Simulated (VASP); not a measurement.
# ZnO (P6_3mc) in VASP: a series of runs, part 3 of 3

VASP 6.6.1. The steps go on from the part before.

### Step 5. Electric field gradients, LDA

This run uses another cell than the first one, of 11.90 Å³/atom, 0.990 times its volume.

Contents of INCAR:

```
  ALGO = Normal
  EDIFF = 1E-8
  ENCUT = 520
  GGA = CA
  ISIF = 2
  ISMEAR = -1
  LASPH = True
  LCHARG = False
  LEFG = True
  LREAL = False
  LWAVE = False
  NBANDS = 26
  NELM = 80
  PREC = Accurate
  SIGMA = 0.01
```

Contents of KPOINTS:

```
k-points
0
Gamma
  8 8 5
```

Contents of POSCAR:

```
ZnO
1.0
    3.2493987239      0.0000000000      0.0000000000
   -1.6246993619      2.8140618419      0.0000000000
    0.0000000000      0.0000000000      5.2038000000
Zn O
2 2
Direct
    0.3333333333      0.6666666667      0.0000000000
    0.6666666667      0.3333333333      0.5000000000
    0.3333333333      0.6666666667      0.3821000000
    0.6666666667      0.3333333333      0.8821000000
```

Potentials or basis: VASP PAW LDA potentials, release 64 (Zn, O).

The run is started by

```console
$ cat potpaw_LDA.64/Zn/POTCAR potpaw_LDA.64/O/POTCAR > POTCAR
$ mpirun -np 1 vasp_std > vasp.out
```

OUTCAR:

```text
EDIFF = 1E-8
   ENCUT = 520
   GGA = CA
   ISIF = 2
   ISMEAR = -1
   LASPH = True
   LREAL = False
   NELM = 80
   PREC = Accurate

 ion  position               nearest neighbor table
   1  0.333  0.667  0.000-   4 1.97   4 1.97   4 1.97   3 1.99
   2  0.667  0.333  0.500-   3 1.97   3 1.97   3 1.97   4 1.99
   3  0.333  0.667  0.382-   2 1.97   2 1.97   2 1.97   1 1.99
   4  0.667  0.333  0.882-   1 1.97   1 1.97   1 1.97   2 1.99

  LATTYP: Found a hexagonal cell.
 ALAT       =     3.2493987239
 C/A-ratio  =     1.6014655148

  Lattice vectors:

 A1 = (   3.2493987239,   0.0000000000,   0.0000000000)
 A2 = (  -1.6246993619,   2.8140618419,   0.0000000000)
 A3 = (   0.0000000000,   0.0000000000,   5.2038000000)

Analysis of symmetry for initial positions (statically):
=====================================================================
 Subroutine PRICEL returns:
 Original cell was already a primitive cell.

 Routine SETGRP: Setting up the symmetry group for a
 hexagonal supercell.

 Subroutine GETGRP returns: Found 12 space group operations
 (whereof  6 operations were pure point group operations)
 out of a pool of 24 trial point group operations.

The static configuration has the point symmetry C_3v.
 The point group associated with its full space group is C_6v.

Analysis of symmetry for dynamics (positions and initial velocities):
=====================================================================
 Subroutine PRICEL returns:
 Original cell was already a primitive cell.

 Routine SETGRP: Setting up the symmetry group for a
 hexagonal supercell.

 Subroutine GETGRP returns: Found 12 space group operations
 (whereof  6 operations were pure point group operations)
 out of a pool of 24 trial point group operations.

The dynamic configuration has the point symmetry C_3v.
 The point group associated with its full space group is C_6v.

 Subroutine INISYM returns: Found 12 space group operations
 (whereof  6 operations are pure point group operations),
 and found     1 'primitive' translations

----------------------------------------------------------------------------------------

                                     Primitive cell

  volume of cell :      47.5836

  direct lattice vectors                    reciprocal lattice vectors
     3.249398724  0.000000000  0.000000000     0.307749244  0.177679109  0.000000000
    -1.624699362  2.814061842  0.000000000     0.000000000  0.355358217  0.000000000
     0.000000000  0.000000000  5.203800000     0.000000000  0.000000000  0.192167262

  length of vectors
     3.249398724  3.249398724  5.203800000     0.355358217  0.355358217  0.192167262

  position of ions in fractional coordinates (direct lattice)
     0.333333333  0.666666667  0.000000000
     0.666666667  0.333333333  0.500000000
     0.333333333  0.666666667  0.382100000
     0.666666667  0.333333333  0.882100000

  ion indices of the primitive-cell ions
   primitive index   ion index
                 1           1
                 2           2
[... 81 lines left out ...]
   ISYM   =      2    0-nonsym 1-usesym 2-fastsym
   POTIM  = 0.5000    time-step for ionic-motion
   TEBEG  =    0.0;   TEEND  =   0.0 temperature during run
   PSTRESS=    0.0 pullay stress
   NELECT =      36.0000    total number of electrons
   NUPDOWN=      -1.0000    fix difference up-down
   EMIN   =  10.00;   EMAX   =-10.00  energy-range for DOS
   EFERMI =   0.00;   METHOD = LEGACY
   ISMEAR =    -1;   SIGMA  =   0.01  broadening in eV -4-tet -1-fermi 0-gaus
   EFERMI_NEDOS =   21; number of points for ismear=-14 and -15
   IALGO  =     38    algorithm
   IMIX   =      4    mixing-type and parameters
     AMIX     =   0.40;   BMIX     =  1.00
     AMIX_MAG =   1.60;   BMIX_MAG =  1.00
  volume/ion in A,a.u.               =      11.90        80.28
  Fermi-wavevector in a.u.,A,eV,Ry     =   1.491729  2.818959 30.276436  2.225255
  Thomas-Fermi vector in A             =   2.604347
   LORBIT       =      0    0 simple, 1 ext, 2 COOP (PROOUT), +10 PAW based schemes
   GGA     = CA    functional components
   LHFCALC =     F    Hartree Fock is set to
   AEXX    =    0.0000 exact exchange contribution
   IVDW    =     0    specifies the selected vdW correction
   LEPSILON=     F    determine dielectric tensor
   LRPA    =     F    only Hartree local field effects (RPA)
 non-spin polarized calculation
  energy-cutoff  :      520.00
  volume of cell :       47.58
 maximum number of plane-waves:      1299
   NGX = 13   NGY = 13   NGZ = 19

 number of electron      36.0000017 magnetization

 Free energy of the ion-electron system (eV)
  ---------------------------------------------------
  ext. energy  EPLUGINS =         0.00000000
  ---------------------------------------------------
  free energy    TOTEN  =       -21.12214687 eV

  energy without entropy =      -21.12214687  energy(sigma->0) =      -21.12214687

 E-fermi :   1.1348     XC(G=0): -11.4649

 val. band max:        0.8823966534   @ k =   0.0000   0.0000   0.0000
 cond. band min:       1.6249342671   @ k =   0.0000   0.0000   0.0000
 fundamental gap:      0.7425376137
 Fermi energy:         1.1347536058

 k-point     1 :       0.0000    0.0000    0.0000
  band No.  band energies     occupation
      1     -16.9230      2.00000
      2     -16.1479      2.00000
      3      -4.9028      2.00000
      4      -4.9028      2.00000
      5      -4.8170      2.00000
      6      -4.7985      2.00000
[... 685 lines left out ...]
     25      14.2613      0.00000
     26      14.4884      0.00000

 [... further k-points ...]
[... 5 lines left out ...]
  --------------------------------------------------------------------------------------
  -------------------------------------------------------------------------------------
  Total       -1.8414452     -1.8414452     -1.6614416     -0.0000000     -0.0000000      0.0000000
  in kB      -62.0029193    -62.0029193    -55.9420573     -0.0000000     -0.0000000      0.0000000
  external PRESSURE =     -59.9826320 kB  Pullay stress =       0.0000000 kB

 VOLUME and BASIS-vectors are now :
 -----------------------------------------------------------------------------
  energy-cutoff  :      520.00
  volume of cell :       47.58
      direct lattice vectors                 reciprocal lattice vectors
     3.249398724  0.000000000  0.000000000     0.307749244  0.177679109  0.000000000
    -1.624699362  2.814061842  0.000000000     0.000000000  0.355358217  0.000000000
     0.000000000  0.000000000  5.203800000     0.000000000  0.000000000  0.192167262

 POSITION                                       TOTAL-FORCE (eV/Angst)
 -----------------------------------------------------------------------------------
     -0.00000      1.87604      0.00000         0.000000     -0.000000      0.040790
      1.62470      0.93802      2.60190         0.000000     -0.000000      0.040790
     -0.00000      1.87604      1.98837        -0.000000     -0.000000     -0.040790
      1.62470      0.93802      4.59027        -0.000000      0.000000     -0.040790
 -----------------------------------------------------------------------------------
    total drift:                               -0.000001     -0.000001     -0.000305

  FREE ENERGIE OF THE ION-ELECTRON SYSTEM (eV)
  ---------------------------------------------------
  free  energy   TOTEN  =       -21.1221468733 eV

  energy  without entropy=      -21.1221468733  energy(sigma->0) =      -21.12214687

 Electric field gradients (V/A^2)
---------------------------------------------------------------------
 ion       V_xx      V_yy      V_zz      V_xy      V_xz      V_yz
---------------------------------------------------------------------
   1      -3.900    -3.901     7.801    -0.001     0.000    -0.000
   2      -3.900    -3.901     7.801    -0.001    -0.000     0.000
   3       1.747     1.742    -3.489    -0.004     0.000    -0.000
   4       1.747     1.742    -3.489    -0.004    -0.000     0.000
---------------------------------------------------------------------

 Electric field gradients after diagonalization (V/A^2)
 (convention: |V_zz| > |V_xx| > |V_yy|)
----------------------------------------------------------------------
 ion       V_xx      V_yy      V_zz     asymmetry (V_yy - V_xx)/ V_zz
----------------------------------------------------------------------
   1      -3.902    -3.899     7.801       0.000
   2      -3.902    -3.899     7.801       0.000
   3       1.749     1.740    -3.489       0.003
   4       1.749     1.740    -3.489       0.003
----------------------------------------------------------------------

           NMR quadrupolar parameters

 Cq : quadrupolar parameter    Cq=e*Q*V_zz/h
 eta: asymmetry parameters     (V_yy - V_xx)/ V_zz
 Q  : nuclear electric quadrupole moment in mb (millibarn)
----------------------------------------------------------------------
 ion       Cq(MHz)       eta       Q (mb)
----------------------------------------------------------------------
   1       0.019       0.000       1.000
   2       0.019       0.000       1.000
   3      -0.008       0.003       1.000
   4      -0.008       0.003       1.000
----------------------------------------------------------------------
```

OSZICAR:

```text
N       E                     dE             d eps       ncg     rms          rms(c)
DAV:   1     0.284023425819E+03    0.28402E+03   -0.18177E+04  1592   0.202E+03
DAV:   2     0.608307188731E+01   -0.27794E+03   -0.26102E+03  1600   0.406E+02
DAV:   3    -0.235967822403E+02   -0.29680E+02   -0.29272E+02  1740   0.136E+02
DAV:   4    -0.241739457833E+02   -0.57716E+00   -0.57562E+00  1718   0.192E+01
DAV:   5    -0.241770000145E+02   -0.30542E-02   -0.30537E-02  1742   0.145E+00    0.144E+01
DAV:   6    -0.210298728422E+02    0.31471E+01   -0.60843E+00  2426   0.617E+01    0.910E+00
DAV:   7    -0.211899411398E+02   -0.16007E+00   -0.27187E+00  1628   0.166E+01    0.542E+00
DAV:   8    -0.211738373314E+02    0.16104E-01   -0.58776E-01  2068   0.710E+00    0.168E+00
DAV:   9    -0.211201851577E+02    0.53652E-01   -0.10485E-01  2262   0.659E+00    0.337E-01
DAV:  10    -0.211221693831E+02   -0.19842E-02   -0.35433E-02  1588   0.135E+00    0.803E-02
DAV:  11    -0.211221627809E+02    0.66022E-05   -0.55831E-04  1870   0.522E-01    0.299E-02
DAV:  12    -0.211221459184E+02    0.16863E-04   -0.11935E-04  1974   0.356E-01    0.747E-03
DAV:  13    -0.211221480331E+02   -0.21147E-05   -0.13932E-05  2196   0.481E-02    0.908E-03
DAV:  14    -0.211221469014E+02    0.11316E-05   -0.30800E-06  1672   0.158E-02    0.179E-03
DAV:  15    -0.211221468912E+02    0.10274E-07   -0.19050E-07  1680   0.511E-03    0.102E-03
DAV:  16    -0.211221468781E+02    0.13029E-07   -0.30741E-08  1242   0.317E-03    0.536E-04
DAV:  17    -0.211221468733E+02    0.48512E-08   -0.17835E-08  1152   0.116E-03
   1 F= -.21122147E+02 E0= -.21122147E+02  d E =-.360368E-13
```

It took 18 s on 1 thread of Intel Xeon Platinum 8488C (Sapphire Rapids), shared host; peak memory 0.15 GiB.

Results:

```yaml
Free_energy: -21.1221 eV
Pressure: -6.0 GPa
Largest_force: 0.041 eV/Å
Band_gap_on_the_k_mesh: 0.74 eV, direct
```

Forces on the atoms (eV/Å):
```
Zn   0.000  0.000  0.041
Zn   0.000  0.000  0.041
O    0.000  0.000 -0.041
O    0.000  0.000 -0.041
```

Stress tensor (GPa, compression positive):
```
-6.20  0.00  0.00
 0.00 -6.20  0.00
 0.00  0.00 -5.59
```

Electric field gradients, principal values (V/Å²):
| atom | least | middle | greatest (by size) |
| --- | --- | --- | --- |
| 1 Zn | -3.899 | -3.902 | 7.801 |
| 2 Zn | -3.899 | -3.902 | 7.801 |
| 3 O | 1.740 | 1.749 | -3.489 |
| 4 O | 1.740 | 1.749 | -3.489 |

Caveat: without QUAD_EFG the Cq values of the log hold for a quadrupole moment of 1 mb, not for the nuclei. As with any semilocal functional, this LDA gap is likely too small.

### Step 6. Electric field gradients, LDA

This run uses another cell than the first one, of 11.90 Å³/atom, 0.990 times its volume.

Contents of INCAR:

```
SYSTEM = ZnO
ALGO = Normal
EDIFF = 1E-8
ENCUT = 520
ISIF = 2
ISMEAR = -1
LASPH = .TRUE.
LCHARG = .FALSE.
LEFG = .TRUE.
LREAL = .FALSE.
LWAVE = .FALSE.
NBANDS = 26
NELM = 80
PREC = Accurate
SIGMA = 0.01
```

Contents of KPOINTS:

```
k-points
0
G
  8 8 5
  0 0 0
```

POSCAR is that of step 5.

Potentials or basis: VASP PAW LDA potentials, release 64 (Zn, O).

The run is started by

```console
$ cat potpaw_LDA.64/Zn/POTCAR potpaw_LDA.64/O/POTCAR > POTCAR
$ mpirun -np 1 vasp_std > vasp.out
```

OUTCAR:

```text
SYSTEM = ZnO
   EDIFF = 1E-8
   ENCUT = 520
   ISIF = 2
   ISMEAR = -1
   LASPH = .TRUE.
   LREAL = .FALSE.
   NELM = 80
   PREC = Accurate

 ion  position               nearest neighbor table
   1  0.333  0.667  0.000-   4 1.97   4 1.97   4 1.97   3 1.99
   2  0.667  0.333  0.500-   3 1.97   3 1.97   3 1.97   4 1.99
   3  0.333  0.667  0.382-   2 1.97   2 1.97   2 1.97   1 1.99
   4  0.667  0.333  0.882-   1 1.97   1 1.97   1 1.97   2 1.99

  LATTYP: Found a hexagonal cell.
 ALAT       =     3.2493987239
 C/A-ratio  =     1.6014655148

  Lattice vectors:

 A1 = (   3.2493987239,   0.0000000000,   0.0000000000)
 A2 = (  -1.6246993619,   2.8140618419,   0.0000000000)
 A3 = (   0.0000000000,   0.0000000000,   5.2038000000)

Analysis of symmetry for initial positions (statically):
=====================================================================
 Subroutine PRICEL returns:
 Original cell was already a primitive cell.

 Routine SETGRP: Setting up the symmetry group for a
 hexagonal supercell.

 Subroutine GETGRP returns: Found 12 space group operations
 (whereof  6 operations were pure point group operations)
[... 897 lines left out ...]
     -0.00000      1.87604      1.98837        -0.000000     -0.000000     -0.040790
      1.62470      0.93802      4.59027        -0.000000      0.000000     -0.040790
 -----------------------------------------------------------------------------------
    total drift:                               -0.000001     -0.000001     -0.000305

  FREE ENERGIE OF THE ION-ELECTRON SYSTEM (eV)
  ---------------------------------------------------
  free  energy   TOTEN  =       -21.1221468733 eV

  energy  without entropy=      -21.1221468733  energy(sigma->0) =      -21.12214687

 Electric field gradients (V/A^2)
---------------------------------------------------------------------
 ion       V_xx      V_yy      V_zz      V_xy      V_xz      V_yz
---------------------------------------------------------------------
   1      -3.900    -3.901     7.801    -0.001     0.000    -0.000
   2      -3.900    -3.901     7.801    -0.001    -0.000     0.000
   3       1.747     1.742    -3.489    -0.004     0.000    -0.000
   4       1.747     1.742    -3.489    -0.004    -0.000     0.000
---------------------------------------------------------------------

 Electric field gradients after diagonalization (V/A^2)
 (convention: |V_zz| > |V_xx| > |V_yy|)
----------------------------------------------------------------------
 ion       V_xx      V_yy      V_zz     asymmetry (V_yy - V_xx)/ V_zz
----------------------------------------------------------------------
   1      -3.902    -3.899     7.801       0.000
   2      -3.902    -3.899     7.801       0.000
   3       1.749     1.740    -3.489       0.003
   4       1.749     1.740    -3.489       0.003
----------------------------------------------------------------------

           NMR quadrupolar parameters

 Cq : quadrupolar parameter    Cq=e*Q*V_zz/h
 eta: asymmetry parameters     (V_yy - V_xx)/ V_zz
 Q  : nuclear electric quadrupole moment in mb (millibarn)
----------------------------------------------------------------------
 ion       Cq(MHz)       eta       Q (mb)
----------------------------------------------------------------------
   1       0.019       0.000       1.000
   2       0.019       0.000       1.000
   3      -0.008       0.003       1.000
   4      -0.008       0.003       1.000
----------------------------------------------------------------------
```

OSZICAR:

```text
N       E                     dE             d eps       ncg     rms          rms(c)
DAV:   1     0.284023425819E+03    0.28402E+03   -0.18177E+04  1592   0.202E+03
DAV:   2     0.608307188731E+01   -0.27794E+03   -0.26102E+03  1600   0.406E+02
DAV:   3    -0.235967822403E+02   -0.29680E+02   -0.29272E+02  1740   0.136E+02
DAV:   4    -0.241739457833E+02   -0.57716E+00   -0.57562E+00  1718   0.192E+01
DAV:   5    -0.241770000145E+02   -0.30542E-02   -0.30537E-02  1742   0.145E+00    0.144E+01
DAV:   6    -0.210298728422E+02    0.31471E+01   -0.60843E+00  2426   0.617E+01    0.910E+00
DAV:   7    -0.211899411398E+02   -0.16007E+00   -0.27187E+00  1628   0.166E+01    0.542E+00
DAV:   8    -0.211738373314E+02    0.16104E-01   -0.58776E-01  2068   0.710E+00    0.168E+00
DAV:   9    -0.211201851577E+02    0.53652E-01   -0.10485E-01  2262   0.659E+00    0.337E-01
DAV:  10    -0.211221693831E+02   -0.19842E-02   -0.35433E-02  1588   0.135E+00    0.803E-02
DAV:  11    -0.211221627809E+02    0.66022E-05   -0.55831E-04  1870   0.522E-01    0.299E-02
DAV:  12    -0.211221459184E+02    0.16863E-04   -0.11935E-04  1974   0.356E-01    0.747E-03
DAV:  13    -0.211221480331E+02   -0.21147E-05   -0.13932E-05  2196   0.481E-02    0.908E-03
DAV:  14    -0.211221469014E+02    0.11316E-05   -0.30800E-06  1672   0.158E-02    0.179E-03
DAV:  15    -0.211221468912E+02    0.10274E-07   -0.19050E-07  1680   0.511E-03    0.102E-03
DAV:  16    -0.211221468781E+02    0.13029E-07   -0.30741E-08  1242   0.317E-03    0.536E-04
DAV:  17    -0.211221468733E+02    0.48512E-08   -0.17835E-08  1152   0.116E-03
   1 F= -.21122147E+02 E0= -.21122147E+02  d E =-.360368E-13
```

Wall time 18 s (1 thread of Intel Xeon Platinum 8488C (Sapphire Rapids), shared host); peak memory 0.15 GiB.

Results:

* Free energy: -21.1221 eV
* Pressure: -6.0 GPa
* Largest force: 0.041 eV/Å
* Band gap on the k mesh: 0.74 eV, direct

Forces on the atoms (eV/Å):
```
Zn   0.000  0.000  0.041
Zn   0.000  0.000  0.041
O    0.000  0.000 -0.041
O    0.000  0.000 -0.041
```

Levels at points of the mesh, in eV from the valence-band top:
```csv
k point,band 16,band 17,band 18,band 19,band 20,band 21
"(0.00, 0.00, 0.00)",-0.09,0.00,0.00,0.74,5.07,8.11
"(0.50, 0.00, 0.00)",-2.30,-1.29,-0.87,5.68,6.70,7.48
```

Electric field gradients, principal values (V/Å²):
| atom | least | middle | greatest (by size) |
| --- | --- | --- | --- |
| 1 Zn | -3.899 | -3.902 | 7.801 |
| 2 Zn | -3.899 | -3.902 | 7.801 |
| 3 O | 1.740 | 1.749 | -3.489 |
| 4 O | 1.740 | 1.749 | -3.489 |

Caveat: without QUAD_EFG the Cq values of the log hold for a quadrupole moment of 1 mb, not for the nuclei.

### Step 7. Summary

| cell | gap on the mesh (eV) | pressure (GPa) | largest force (eV/Å) |
| --- | --- | --- | --- |
| a = 3.260, b = 3.260, c = 5.221 Å, angles 90.0, 90.0, 120.0°, 4 atoms | 0.73 | -7.3 | 0.04 |
| a = 3.292, b = 3.292, c = 5.272 Å, angles 90.0, 90.0, 120.0°, 4 atoms | 0.68 | -10.8 | 0.04 |
| a = 3.249, b = 3.249, c = 5.204 Å, angles 90.0, 90.0, 120.0°, 4 atoms | 0.74 | -6.0 | 0.04 |

Alike in all rows: task electric field gradients; level LDA; potentials or basis VASP PAW LDA potentials, release 64 (Zn, O); no spin polarisation; k mesh 8 × 8 × 5; cutoff (eV) 520; smearing fermi-dirac 0.01 eV.

Absolute energies hang on the potentials; compare differences alone.
